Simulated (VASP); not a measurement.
# ZnS (Cmc2_1) in VASP: a series of runs

Runs on ZnS. Level: r2SCAN. Tasks: single point.

All numbers are computed with VASP 6.6.1; they aren't measurements. Logs are shortened: lines on timing, memory, paths and dates and some standing lists are left out, and cuts for length are marked.

## Step 1: The cell of the first run

The structure is orthorhombic, space group Cmc2_1 (No. 36). Conventional cell: a = 3.656 Å, b = 6.597 Å, c = 12.466 Å, α = 90.00°, β = 90.00°, γ = 90.00°. Within 3.0 Å of Zn (site symmetry m) lie 4 S at 2.27 to 2.33 Å. Within 3.0 Å of Zn (site symmetry m) lie 4 S at 2.27 to 2.34 Å. Within 3.0 Å of S (site symmetry m) lie 4 Zn at 2.27 to 2.33 Å. Within 3.0 Å of S (site symmetry m) lie 4 Zn at 2.27 to 2.34 Å.

## Step 2: Single point, r2SCAN (strain -0.0400 x Voigt [1, 0, 0, 0, 0, 0])

Input file POSCAR:

```
ZnS
1.0
    3.6563874386      0.0000000000      0.0000000000
   -1.8281937193      3.2984629249      0.0000000000
    0.0000000000      0.0000000000     12.4664651431
Zn S
4 4
Direct
    0.0000000000      0.0000000000      0.0001143924
    0.0000000000      0.0000000000      0.5001143924
    0.3333333333      0.6666666667      0.2500706174
    0.6666666667      0.3333333333      0.7500706174
    0.0000000000      0.0000000000      0.1872361436
    0.0000000000      0.0000000000      0.6872361436
    0.3333333333      0.6666666667      0.4375788466
    0.6666666667      0.3333333333      0.9375788466
```

Input file INCAR.step1:

```
SYSTEM = ZnS
  PREC = Accurate
  ENCUT = 520
  ISMEAR = 0
  SIGMA = 0.05
  LREAL = .False.
  LASPH = .True.
  NELM = 100
  NBANDS = 46
  GGA = PE
  ALGO = Normal
  EDIFF = 1E-4
  LWAVE = .True.
  LCHARG = .False.
```

Input file INCAR.step2:

```
SYSTEM = ZnS
  PREC = Accurate
  ENCUT = 520
  EDIFF = 1E-6
  ISMEAR = 0
  SIGMA = 0.05
  LREAL = .False.
  LASPH = .True.
  NELM = 100
  ALGO = Normal
  ISIF = 2
  LWAVE = .False.
  LCHARG = .False.
  METAGGA = R2SCAN
  LMIXTAU = .True.
  NBANDS = 46
  ISTART = 1
```

Input file KPOINTS:

```
regular mesh
0
Gamma
  6 6 2
  0 0 0
```

Potentials or basis: VASP PAW PBE potentials, release 64 (Zn, S).

The run is started by

```console
cat potpaw_PBE.64/Zn/POTCAR potpaw_PBE.64/S/POTCAR > POTCAR
cp INCAR.step1 INCAR
mpirun -np 1 vasp_std > vasp.out
cp INCAR.step2 INCAR
mpirun -np 1 vasp_std > vasp.out
```

OUTCAR:

```text
SYSTEM = ZnS
   PREC = Accurate
   ENCUT = 520
   EDIFF = 1E-6
   ISMEAR = 0
   LREAL = .False.
   LASPH = .True.
   NELM = 100
   ISIF = 2
   METAGGA = R2SCAN
   ISTART = 1

 ion  position               nearest neighbor table
   1  0.000  0.000  0.000-   8 2.27   8 2.27   5 2.33   8 2.33
   2  0.000  0.000  0.500-   7 2.27   7 2.27   6 2.33   7 2.33
   3  0.333  0.667  0.250-   5 2.27   5 2.27   5 2.33   7 2.34
   4  0.667  0.333  0.750-   6 2.27   6 2.27   6 2.33   8 2.34
   5  0.000  0.000  0.187-   3 2.27   3 2.27   1 2.33   3 2.33
   6  0.000  0.000  0.687-   4 2.27   4 2.27   2 2.33   4 2.33
   7  0.333  0.667  0.438-   2 2.27   2 2.27   2 2.33   3 2.34
   8  0.667  0.333  0.938-   1 2.27   1 2.27   1 2.33   4 2.34

  LATTYP: Found a base centered orthorhombic cell.
 ALAT       =     3.6563874386
 B/A-ratio  =     1.8042195912
 C/A-ratio  =     3.4095033287

  Lattice vectors:

 A1 = (   1.8281937193,  -3.2984629249,   0.0000000000)
 A2 = (   1.8281937193,   3.2984629249,   0.0000000000)
 A3 = (   0.0000000000,   0.0000000000,  12.4664651431)

Analysis of symmetry for initial positions (statically):
=====================================================================
 Subroutine PRICEL returns:
 Original cell was already a primitive cell.

 Routine SETGRP: Setting up the symmetry group for a
 base centered orthorhombic supercell.

 Subroutine GETGRP returns: Found  4 space group operations
 (whereof  2 operations were pure point group operations)
 out of a pool of  8 trial point group operations.

The static configuration has the point symmetry C_1h.
 The point group associated with its full space group is C_2v.

Analysis of symmetry for dynamics (positions and initial velocities):
=====================================================================
 Subroutine PRICEL returns:
 Original cell was already a primitive cell.

 Routine SETGRP: Setting up the symmetry group for a
 base centered orthorhombic supercell.

 Subroutine GETGRP returns: Found  4 space group operations
 (whereof  2 operations were pure point group operations)
 out of a pool of  8 trial point group operations.

The dynamic configuration has the point symmetry C_1h.
 The point group associated with its full space group is C_2v.

 Subroutine INISYM returns: Found  4 space group operations
 (whereof  2 operations are pure point group operations),
 and found     1 'primitive' translations

----------------------------------------------------------------------------------------

                                     Primitive cell

  volume of cell :     150.3513

  direct lattice vectors                    reciprocal lattice vectors
     3.656387439  0.000000000  0.000000000     0.273493993  0.151585757  0.000000000
    -1.828193719  3.298462925  0.000000000     0.000000000  0.303171514  0.000000000
     0.000000000  0.000000000 12.466465143     0.000000000  0.000000000  0.080215200

  length of vectors
     3.656387439  3.771226583 12.466465143     0.312693470  0.303171514  0.080215200

  position of ions in fractional coordinates (direct lattice)
     0.000000000  0.000000000  0.000114392
     0.000000000  0.000000000  0.500114392
     0.333333333  0.666666667  0.250070617
     0.666666667  0.333333333  0.750070617
     0.000000000  0.000000000  0.187236144
     0.000000000  0.000000000  0.687236144
     0.333333333  0.666666667  0.437578847
     0.666666667  0.333333333  0.937578847

  ion indices of the primitive-cell ions
   primitive index   ion index
                 1           1
                 2           2
                 3           3
                 4           4
                 5           5
                 6           6
                 7           7
                 8           8

----------------------------------------------------------------------------------------

 KPOINTS: regular mesh

Automatic generation of k-mesh.
 Grid dimensions read from file:
 generate k-points for:    6    6    2

 Generating k-lattice:

  Cartesian coordinates                     Fractional coordinates (reciprocal lattice)
     0.045582332  0.025264293  0.000000000     0.166666667 -0.000000000  0.000000000
     0.000000000  0.050528586  0.000000000     0.000000000  0.166666667  0.000000000
     0.000000000  0.000000000  0.040107600     0.000000000  0.000000000  0.500000000

  Length of vectors
     0.052115578  0.050528586  0.040107600

  Shift w.r.t. Gamma in fractional coordinates (k-lattice)
     0.000000000  0.000000000  0.000000000

 Subroutine IBZKPT returns following result:
 ===========================================

 Found     26 irreducible k-points:

 Following reciprocal coordinates:
            Coordinates               Weight
  0.000000  0.000000  0.000000      1.000000
  0.166667  0.000000  0.000000      4.000000
  0.333333 -0.000000  0.000000      4.000000
  0.500000  0.000000  0.000000      2.000000
  0.000000  0.166667  0.000000      2.000000
  0.166667  0.166667  0.000000      4.000000
[... 16 lines left out ...]
  0.000000  0.333333  0.500000      2.000000
  0.166667  0.333333  0.500000      4.000000
 [... further k-points ...]
   k-points           NKPTS =     26   k-points in BZ     NKDIM =     26   number of bands    NBANDS=     46
   number of dos      NEDOS =    301   number of ions     NIONS =      8
   total plane-waves  NPLWV =  75264
   dimension x,y,z NGX =    28 NGY =   28 NGZ =   96
   dimension x,y,z NGXF=    56 NGYF=   56 NGZF=  192
   ions per type =               4   4
   NGX,Y,Z   is equivalent  to a cutoff of  12.73, 12.34, 12.80 a.u.
   NGXF,Y,Z  is equivalent  to a cutoff of  25.46, 24.69, 25.60 a.u.
 SYSTEM =  ZnS
   PREC   = accura    normal or accurate (medium, high low for compatibility)
   ISTART =      1    job   : 0-new  1-cont  2-samecut
   ICHARG =      0    charge: 1-file 2-atom 10-const
   ISPIN  =      1    spin polarized calculation?
   LNONCOLLINEAR =      F non collinear calculations
   LSORBIT =      F    spin-orbit coupling
   LASPH  =      T    aspherical Exc in radial PAW
   ENCUT  =  520.0 eV  38.22 Ry    6.18 a.u.   6.80  7.01 23.18*2*pi/ulx,y,z
   NELM   =    100;   NELMIN=  2; NELMDL=  0     # of ELM steps
   EDIFF  = 0.1E-05   stopping-criterion for ELM
   LREAL  =      F    real-space projection
   EDIFFG = 0.1E-04   stopping-criterion for IOM
   NSW    =      0    number of steps for IOM
   IBRION =     -1    ionic relax: 0-MD 1-quasi-New 2-CG
   NFREE  =      0    steps in history (QN), initial steepest desc. (CG)
   ISIF   =      2    stress and relaxation
   ISYM   =      2    0-nonsym 1-usesym 2-fastsym
   POTIM  = 0.5000    time-step for ionic-motion
   TEBEG  =    0.0;   TEEND  =   0.0 temperature during run
   PSTRESS=    0.0 pullay stress
   NELECT =      72.0000    total number of electrons
   NUPDOWN=      -1.0000    fix difference up-down
   EMIN   =  10.00;   EMAX   =-10.00  energy-range for DOS
   EFERMI =   0.00;   METHOD = LEGACY
   ISMEAR =     0;   SIGMA  =   0.05  broadening in eV -4-tet -1-fermi 0-gaus
   EFERMI_NEDOS =   21; number of points for ismear=-14 and -15
   IALGO  =     38    algorithm
   IMIX   =      4    mixing-type and parameters
     AMIX     =   0.40;   BMIX     =  1.00
     AMIX_MAG =   1.60;   BMIX_MAG =  1.00
  volume/ion in A,a.u.               =      18.79       126.83
  Fermi-wavevector in a.u.,A,eV,Ry     =   1.280806  2.420372 22.319861  1.640463
  Thomas-Fermi vector in A             =   2.413212
   LORBIT       =      0    0 simple, 1 ext, 2 COOP (PROOUT), +10 PAW based schemes
   METAGGA = R2SCAN    functional components
   LHFCALC =     F    Hartree Fock is set to
   AEXX    =    0.0000 exact exchange contribution
   IVDW    =     0    specifies the selected vdW correction
   LEPSILON=     F    determine dielectric tensor
   LRPA    =     F    only Hartree local field effects (RPA)
 non-spin polarized calculation
 Gauss-broadening in eV      SIGMA  =   0.05
  energy-cutoff  :      520.00
  volume of cell :      150.35
 maximum number of plane-waves:      4082
   NGX = 13   NGY = 15   NGZ = 47

 number of electron      71.9999970 magnetization

 Free energy of the ion-electron system (eV)
  ---------------------------------------------------
  ext. energy  EPLUGINS =         0.00000000
  ---------------------------------------------------
  free energy    TOTEN  =       -75.31383099 eV

  energy without entropy =      -75.31383099  energy(sigma->0) =      -75.31383099

 E-fermi :   2.6945     XC(G=0): -10.5282

 val. band max:        2.4327218882   @ k =   0.0000   0.0000   0.0000
 cond. band min:       5.2204215985   @ k =   0.0000   0.0000   0.0000
 fundamental gap:      2.7876997103
 Fermi energy:         2.6945044401

 k-point     1 :       0.0000    0.0000    0.0000
  band No.  band energies     occupation
      1     -11.7427      2.00000
      2     -11.2974      2.00000
      3     -11.2891      2.00000
      4     -10.7541      2.00000
      5      -4.4079      2.00000
      6      -4.4043      2.00000
[... 38 lines left out ...]
     45       9.6703      0.00000
     46       9.7569      0.00000

 k-point     2 :       0.1667    0.0000    0.0000
  band No.  band energies     occupation
      1     -11.5295      2.00000
      2     -11.1187      2.00000
      3     -11.1103      2.00000
      4     -10.6290      2.00000
      5      -4.4287      2.00000
      6      -4.4048      2.00000
[... 38 lines left out ...]
     45       9.6328      0.00000
     46       9.7930      0.00000

 k-point     3 :       0.3333   -0.0000    0.0000
  band No.  band energies     occupation
      1     -11.0154      2.00000
      2     -10.7208      2.00000
      3     -10.7127      2.00000
      4     -10.3958      2.00000
      5      -4.4484      2.00000
      6      -4.3929      2.00000
[... 38 lines left out ...]
     45       9.7719      0.00000
     46      10.3535      0.00000

 k-point     4 :       0.5000    0.0000    0.0000
  band No.  band energies     occupation
      1     -10.6533      2.00000
      2     -10.4969      2.00000
      3     -10.4931      2.00000
      4     -10.3344      2.00000
      5      -4.4427      2.00000
      6      -4.3375      2.00000
[... 920 lines left out ...]
     45       9.7707      0.00000
     46       9.7707      0.00000

 k-point    23 :       0.0000    0.3333    0.5000
  band No.  band energies     occupation
      1     -10.9937      2.00000
      2     -10.9937      2.00000
      3     -10.5400      2.00000
      4     -10.5400      2.00000
      5      -4.4341      2.00000
      6      -4.4341      2.00000
[... 38 lines left out ...]
     45      10.6081      0.00000
     46      10.6081      0.00000

 k-point    24 :       0.1667    0.3333    0.5000
  band No.  band energies     occupation
      1     -10.6987      2.00000
      2     -10.6987      2.00000
      3     -10.4200      2.00000
      4     -10.4200      2.00000
      5      -4.3535      2.00000
      6      -4.3535      2.00000
[... 38 lines left out ...]
     45      10.2494      0.00000
     46      10.2494      0.00000

 [... further k-points ...]
[... 5 lines left out ...]
  --------------------------------------------------------------------------------------
  -------------------------------------------------------------------------------------
  Total        7.0241428      2.0242705      1.2550233      0.0000000      0.0000000      0.0000000
  in kB       74.8508562     21.5710848     13.3738126      0.0000000      0.0000000      0.0000000
  external PRESSURE =      36.5985845 kB  Pullay stress =       0.0000000 kB

 VOLUME and BASIS-vectors are now :
 -----------------------------------------------------------------------------
  energy-cutoff  :      520.00
  volume of cell :      150.35
      direct lattice vectors                 reciprocal lattice vectors
     3.656387439  0.000000000  0.000000000     0.273493993  0.151585757  0.000000000
    -1.828193719  3.298462925  0.000000000     0.000000000  0.303171514  0.000000000
     0.000000000  0.000000000 12.466465143     0.000000000  0.000000000  0.080215200

 POSITION                                       TOTAL-FORCE (eV/Angst)
 -----------------------------------------------------------------------------------
      0.00000      0.00000      0.00143        -0.000000     -0.284699      0.183222
      0.00000      0.00000      6.23466         0.000000      0.284699      0.183222
     -0.00000      2.19898      3.11750        -0.000000     -0.228202      0.163705
      1.82819      1.09949      9.35073         0.000000      0.228202      0.163705
      0.00000      0.00000      2.33417         0.000000      0.251984     -0.172189
      0.00000      0.00000      8.56741        -0.000000     -0.251984     -0.172189
     -0.00000      2.19898      5.45506         0.000000     -0.312894     -0.174738
      1.82819      1.09949     11.68829         0.000000      0.312894     -0.174738
 -----------------------------------------------------------------------------------
    total drift:                               -0.000001     -0.000001     -0.041971

  FREE ENERGIE OF THE ION-ELECTRON SYSTEM (eV)
  ---------------------------------------------------
  free  energy   TOTEN  =       -75.3138309864 eV

  energy  without entropy=      -75.3138309864  energy(sigma->0) =      -75.31383099
```

Wall time 4.6 min (1 thread of Intel Xeon 6975P-C (Granite Rapids), shared host); peak memory 0.36 GiB.

What came out:

```yaml
Free_energy: -75.3138 eV
Pressure: 3.7 GPa
Largest_force: 0.358 eV/Å
Band_gap_on_the_k_mesh: 2.79 eV
```

Forces in eV/Å, atoms in the order of the input:
```
Zn   0.000 -0.285  0.183
Zn   0.000  0.285  0.183
Zn   0.000 -0.228  0.164
Zn   0.000  0.228  0.164
S    0.000  0.252 -0.172
S    0.000 -0.252 -0.172
S    0.000 -0.313 -0.175
S    0.000  0.313 -0.175
```

Stress tensor (GPa, compression positive):
```
7.49 0.00 0.00
0.00 2.16 0.00
0.00 0.00 1.34
```

Caveat: the cell differs from its parent crystal (strain -0.0400 x Voigt [1, 0, 0, 0, 0, 0]); the stress differs along the axes, from 1 to 7 GPa; the PAW data sets were made with another functional, which shifts forces and pressure a little.

(Continued in part 2 of 2.)
